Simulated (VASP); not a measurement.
# GdN (Fm-3m) in VASP: further runs

GdN is run at these levels: r2SCAN; tasks: single point.

Everything below comes from runs of VASP 6.6.1. Logs are shortened: lines on timing, memory, paths and dates and some standing lists are left out, and cuts for length are marked.

## (1) The cell of the first run

It takes space group Fm-3m (No. 225, cubic). Conventional cell: a = 4.906 Å, b = 4.906 Å, c = 4.906 Å, α = 90.00°, β = 90.00°, γ = 90.00°. Gd (site symmetry m-3m) has 6 N at 2.45 Å within 3.2 Å. N (site symmetry m-3m) has 6 Gd at 2.45 Å within 3.2 Å.

## (2) Single point, r2SCAN, collinear spin, ferromagnetic start (14.76 Å³/atom)

POSCAR reads:

```
GdN
1.0
    0.0000000000      2.4529471749      2.4529471749
    2.4529471749      0.0000000000      2.4529471749
    2.4529471749      2.4529471749      0.0000000000
Gd N
1 1
Direct
    0.5000000000      0.5000000000      0.5000000000
    0.0000000000      0.0000000000      0.0000000000
```

INCAR.step1 reads:

```
PREC = Accurate
ENCUT = 520
ISMEAR = 0
SIGMA = 0.05
LREAL = False
LASPH = True
NELM = 150
ISPIN = 2
MAGMOM = 7.61 0
LMAXMIX = 6
NBANDS = 22
GGA = PE
ALGO = Normal
EDIFF = 1E-4
LWAVE = True
LCHARG = False
```

INCAR.step2 reads:

```
PREC = Accurate
ENCUT = 520
EDIFF = 1E-7
ISMEAR = 0
SIGMA = 0.05
LREAL = False
LASPH = True
NELM = 150
ALGO = Normal
ISIF = 2
LWAVE = False
LCHARG = False
ISPIN = 2
MAGMOM = 7.61 0
LORBIT = 11
LMAXMIX = 6
METAGGA = R2SCAN
LMIXTAU = True
NBANDS = 22
ISTART = 1
```

KPOINTS reads:

```
Automatic mesh
0
Gamma
  12 12 12
```

Potentials or basis: VASP PAW PBE potentials, release 64 (Gd, N).

The run is started by

```
$ cat potpaw_PBE.64/Gd/POTCAR potpaw_PBE.64/N/POTCAR > POTCAR
$ cp INCAR.step1 INCAR
$ mpirun -np 1 vasp_std > vasp.out
$ cp INCAR.step2 INCAR
$ mpirun -np 1 vasp_std > vasp.out
```

OUTCAR:

```text
PREC = Accurate
   ENCUT = 520
   EDIFF = 1E-7
   ISMEAR = 0
   LREAL = False
   LASPH = True
   NELM = 150
   ISIF = 2
   ISPIN = 2
   LORBIT = 11
   METAGGA = R2SCAN
   ISTART = 1

 ion  position               nearest neighbor table
   1  0.500  0.500  0.500-   2 2.45   2 2.45   2 2.45   2 2.45   2 2.45   2 2.45
   2  0.000  0.000  0.000-   1 2.45   1 2.45   1 2.45   1 2.45   1 2.45   1 2.45

  LATTYP: Found a face centered cubic cell.
 ALAT       =     4.9058943498

  Lattice vectors:

 A1 = (   0.0000000000,   2.4529471749,   2.4529471749)
 A2 = (   2.4529471749,   0.0000000000,   2.4529471749)
 A3 = (   2.4529471749,   2.4529471749,   0.0000000000)

Analysis of symmetry for initial positions (statically):
=====================================================================
 Subroutine PRICEL returns:
 Original cell was already a primitive cell.

 Routine SETGRP: Setting up the symmetry group for a
 face centered cubic supercell.

 Subroutine GETGRP returns: Found 48 space group operations
 (whereof 48 operations were pure point group operations)
 out of a pool of 48 trial point group operations.

The static configuration has the point symmetry O_h .

Analysis of symmetry for dynamics (positions and initial velocities):
=====================================================================
 Subroutine PRICEL returns:
 Original cell was already a primitive cell.

 Routine SETGRP: Setting up the symmetry group for a
 face centered cubic supercell.

 Subroutine GETGRP returns: Found 48 space group operations
 (whereof 48 operations were pure point group operations)
 out of a pool of 48 trial point group operations.

The dynamic configuration has the point symmetry O_h .

Analysis of structural, dynamic, and magnetic symmetry:
=====================================================================
 Subroutine PRICEL returns:
 Original cell was already a primitive cell.

 Routine SETGRP: Setting up the symmetry group for a
 face centered cubic supercell.

 Subroutine GETGRP returns: Found 48 space group operations
 (whereof 48 operations were pure point group operations)
 out of a pool of 48 trial point group operations.

The overall configuration has the point symmetry O_h .

 Subroutine INISYM returns: Found 48 space group operations
 (whereof 48 operations are pure point group operations),
[... 110 lines left out ...]
   EFERMI =   0.00;   METHOD = LEGACY
   ISMEAR =     0;   SIGMA  =   0.05  broadening in eV -4-tet -1-fermi 0-gaus
   EFERMI_NEDOS =   21; number of points for ismear=-14 and -15
   IALGO  =     38    algorithm
   IMIX   =      4    mixing-type and parameters
     AMIX     =   0.40;   BMIX     =  1.00
     AMIX_MAG =   1.60;   BMIX_MAG =  1.00
  volume/ion in A,a.u.               =      14.76        99.60
  Fermi-wavevector in a.u.,A,eV,Ry     =   1.506443  2.846764 30.876643  2.269369
  Thomas-Fermi vector in A             =   2.617159
   LORBIT       =     11    0 simple, 1 ext, 2 COOP (PROOUT), +10 PAW based schemes
   METAGGA = R2SCAN    functional components
   LHFCALC =     F    Hartree Fock is set to
   AEXX    =    0.0000 exact exchange contribution
   IVDW    =     0    specifies the selected vdW correction
   LEPSILON=     F    determine dielectric tensor
   LRPA    =     F    only Hartree local field effects (RPA)
 spin polarized calculation
 Gauss-broadening in eV      SIGMA  =   0.05
  energy-cutoff  :      520.00
  volume of cell :       29.52
 maximum number of plane-waves:       821
 NGX is ok and might be reduce to    28
   NGX = 13   NGY = 13   NGZ = 13

 number of electron      22.9999999 magnetization       6.9999999

 Free energy of the ion-electron system (eV)
  ---------------------------------------------------
  ext. energy  EPLUGINS =         0.00000000
  ---------------------------------------------------
  free energy    TOTEN  =       -53.82803417 eV

  energy without entropy =      -53.82793597  energy(sigma->0) =      -53.82798507

 E-fermi :   4.1947     XC(G=0): -12.5262

 val. band max:        4.1946550045   @ k =   0.0833   0.0833   0.0000
 cond. band min:       4.3618345523   @ k =   0.3333   0.3333   0.0000
 fundamental gap:      0.1671795478
 Fermi energy:         4.1946762194

 spin component 1

 k-point     1 :       0.0000    0.0000    0.0000
  band No.  band energies     occupation
      1     -41.1697      1.00000
      2     -17.4463      1.00000
      3     -17.4462      1.00000
      4     -17.4462      1.00000
      5      -9.8614      1.00000
      6       0.1490      1.00000
[... 589 lines left out ...]
     21      15.2202      0.00000
     22      17.6976      0.00000

 [... further k-points ...]

 spin component 2

 k-point     1 :       0.0000    0.0000    0.0000
  band No.  band energies     occupation
      1     -37.4849      1.00000
      2     -14.8289      1.00000
      3     -14.8289      1.00000
      4     -14.8289      1.00000
      5      -9.8838      1.00000
      6       3.2227      1.00000
[... 589 lines left out ...]
     21      16.6065      0.00000
     22      18.9177      0.00000

 [... further k-points ...]
[... 5 lines left out ...]
  --------------------------------------------------------------------------------------
  -------------------------------------------------------------------------------------
  Total        1.3102885      1.3102885      1.3102885      0.0000000     -0.0000000     -0.0000000
  in kB       71.1185547     71.1185547     71.1185547      0.0000000     -0.0000000     -0.0000000
  external PRESSURE =      71.1185547 kB  Pullay stress =       0.0000000 kB

 VOLUME and BASIS-vectors are now :
 -----------------------------------------------------------------------------
  energy-cutoff  :      520.00
  volume of cell :       29.52
      direct lattice vectors                 reciprocal lattice vectors
     0.000000000  2.452947175  2.452947175    -0.203836432  0.203836432  0.203836432
     2.452947175  0.000000000  2.452947175     0.203836432 -0.203836432  0.203836432
     2.452947175  2.452947175  0.000000000     0.203836432  0.203836432 -0.203836432

 POSITION                                       TOTAL-FORCE (eV/Angst)
 -----------------------------------------------------------------------------------
      2.45295      2.45295      2.45295        -0.000000     -0.000000     -0.000000
      0.00000      0.00000      0.00000         0.000000      0.000000      0.000000
 -----------------------------------------------------------------------------------
    total drift:                                0.000000      0.000000      0.000000

  FREE ENERGIE OF THE ION-ELECTRON SYSTEM (eV)
  ---------------------------------------------------
  free  energy   TOTEN  =       -53.8280341687 eV

  energy  without entropy=      -53.8279359735  energy(sigma->0) =      -53.82798507

 total charge

# of ion       s       p       d       f       tot
--------------------------------------------------
    1        2.042   5.702   0.546   6.986  15.276
    2        1.257   2.442   0.000   0.000   3.699
--------------------------------------------------
tot          3.299   8.144   0.546   6.986  18.975

 magnetization (x)

# of ion       s       p       d       f       tot
--------------------------------------------------
    1       -0.011  -0.129   0.091   6.839   6.790
    2       -0.011  -0.112   0.000   0.000  -0.123
--------------------------------------------------
tot         -0.022  -0.241   0.091   6.839   6.667
```

OUTCAR.step1:

```text
PREC = Accurate
   ENCUT = 520
   ISMEAR = 0
   LREAL = False
   LASPH = True
[... 1443 lines left out ...]
      2.45295      2.45295      2.45295        -0.000000     -0.000000      0.000000
      0.00000      0.00000      0.00000         0.000000      0.000000     -0.000000
 -----------------------------------------------------------------------------------
    total drift:                                0.000000      0.000000      0.000000

  FREE ENERGIE OF THE ION-ELECTRON SYSTEM (eV)
  ---------------------------------------------------
  free  energy   TOTEN  =       -23.1810686724 eV

  energy  without entropy=      -23.1809939915  energy(sigma->0) =      -23.18103133
```

OSZICAR.step1:

```text
N       E                     dE             d eps       ncg     rms          rms(c)
DAV:   1     0.119638197165E+03    0.11964E+03   -0.79266E+03  8826   0.508E+03
DAV:   2    -0.585896588908E+01   -0.12550E+03   -0.10831E+03  8618   0.420E+02
[... 27 lines left out ...]
DAV:  30    -0.231822329244E+02   -0.87111E-03   -0.14402E-03  7606   0.229E+00    0.134E+01
DAV:  31    -0.231820607694E+02    0.17216E-03   -0.30572E-02  7534   0.106E+01    0.434E+00
DAV:  32    -0.231810827938E+02    0.97798E-03   -0.64007E-03  7894   0.468E+00    0.116E+00
DAV:  33    -0.231813250509E+02   -0.24226E-03   -0.10733E-03 10438   0.127E+00    0.524E-01
DAV:  34    -0.231810876700E+02    0.23738E-03   -0.59278E-04  7534   0.146E+00    0.191E-01
DAV:  35    -0.231810686724E+02    0.18998E-04   -0.30603E-04  6842   0.977E-01
   1 F= -.23181069E+02 E0= -.23181031E+02  d E =-.746809E-04  mag=     7.0015
```

It took 16 min on 1 thread of Intel Xeon 8259CL, shared host; peak memory 0.26 GiB.

Results:

* Free energy: -53.8280 eV
* Pressure: 7.1 GPa
* Band gap on the k mesh: zero (filled and empty bands overlap)
* Net moment: 7.00 μB per cell
* Site moments: Gd +6.79; N -0.12 μB
* Valence electrons inside the program's atomic spheres: Gd 15.28; N 3.70

Caveat: the cell stands under pressure; the PAW data sets were made with another functional, which shifts forces and pressure a little; spin-orbit coupling is left out, which moves the levels of the heavy elements; a cell with one magnetic atom can't hold antiferromagnetic order, which such compounds often take; semilocal functionals describe open f shells poorly, which spoils levels, moments and volumes. With open d or f shells a metallic result of r2SCAN can be an artefact of self-interaction; +U or a hybrid may open a gap.

## (3) Single point, r2SCAN, collinear spin, ferromagnetic start (15.07 Å³/atom)

This run uses another cell than the first one, of 15.07 Å³/atom.

POSCAR reads:

```
GdN
1.0
    0.0000000000      2.4698645865      2.4698645865
    2.4698645865      0.0000000000      2.4698645865
    2.4698645865      2.4698645865      0.0000000000
Gd N
1 1
Direct
    0.5000000000      0.5000000000      0.5000000000
    0.0000000000      0.0000000000      0.0000000000
```

INCAR.step1 reads:

```
SYSTEM = GdN
PREC = Accurate ; ENCUT = 520
ISMEAR = 0 ; SIGMA = 0.05
LREAL = .FALSE. ; LASPH = .TRUE.
NELM = 150 ; ISPIN = 2
MAGMOM = 7.62 0 ; LMAXMIX = 6
NBANDS = 22 ; GGA = PE
ALGO = Normal ; EDIFF = 1E-4
LWAVE = .TRUE. ; LCHARG = .FALSE.
```

INCAR.step2 reads:

```
SYSTEM = GdN
PREC = Accurate ; ENCUT = 520
EDIFF = 1E-6 ; ISMEAR = 0
SIGMA = 0.05 ; LREAL = .FALSE.
LASPH = .TRUE. ; NELM = 150
ALGO = Normal ; ISIF = 2
LWAVE = .FALSE. ; LCHARG = .TRUE.
ISPIN = 2 ; MAGMOM = 7.62 0
LORBIT = 11 ; LMAXMIX = 6
METAGGA = R2SCAN ; LMIXTAU = .TRUE.
LELF = .TRUE. ; LVHAR = .TRUE.
NBANDS = 22 ; ISTART = 1
```

KPOINTS reads:

```
Automatic mesh
0
G
  12 12 12
  0 0 0
```

Potentials or basis: VASP PAW PBE potentials, release 64 (Gd, N).

The run is started by

```
$ cat potpaw_PBE.64/Gd/POTCAR potpaw_PBE.64/N/POTCAR > POTCAR
$ cp INCAR.step1 INCAR
$ mpirun -np 1 vasp_std > vasp.out
$ cp INCAR.step2 INCAR
$ mpirun -np 1 vasp_std > vasp.out
```

It took 18 min on 1 thread of Intel Xeon 8259CL, shared host; peak memory 0.26 GiB.

Results (log left out):

```yaml
Free_energy: -53.8490 eV
Pressure: 3.4 GPa
Band_gap_on_the_k_mesh: zero (filled and empty bands overlap)
Net_moment: 7.00 μB per cell
Site_moments: Gd +6.79; N -0.12 μB
Valence_electrons_inside_the_program's_atomic_spheres: Gd 15.26; N 3.69
```

Levels at points of the mesh, in eV from the Fermi level:
Spin up:
```csv
k point,band 12,band 13,band 14,band 15,band 16,band 17,band 18,band 19
"(0.00, 0.00, 0.00)",-3.65,0.21,0.21,0.21,2.71,2.71,2.71,3.93
"(0.50, 0.00, 0.00)",-3.65,-3.64,-2.82,-2.82,5.58,6.25,6.25,7.27
"(0.50, 0.50, 0.00)",-3.70,-1.55,-0.36,-0.25,-0.25,6.84,7.13,7.96
```
Spin down:
| k point | band 6 | band 7 | band 8 | band 9 | band 10 | band 11 |
| --- | --- | --- | --- | --- | --- | --- |
| (0.00, 0.00, 0.00) | -0.92 | -0.92 | -0.92 | 2.86 | 3.57 | 3.57 |
| (0.50, 0.00, 0.00) | -4.26 | -2.73 | -2.73 | 3.02 | 3.18 | 3.18 |
| (0.50, 0.50, 0.00) | -1.14 | -0.86 | -0.86 | 0.44 | 3.26 | 3.33 |

Caveat: the cell stands under pressure; the PAW data sets were made with another functional, which shifts forces and pressure a little; spin-orbit coupling is left out, which moves the levels of the heavy elements; a cell with one magnetic atom can't hold antiferromagnetic order, which such compounds often take; semilocal functionals describe open f shells poorly, which spoils levels, moments and volumes.

(Part 1 of 2 ends here.)

The gap in the log of VASP goes by the Fermi energy; the results here count the filled bands.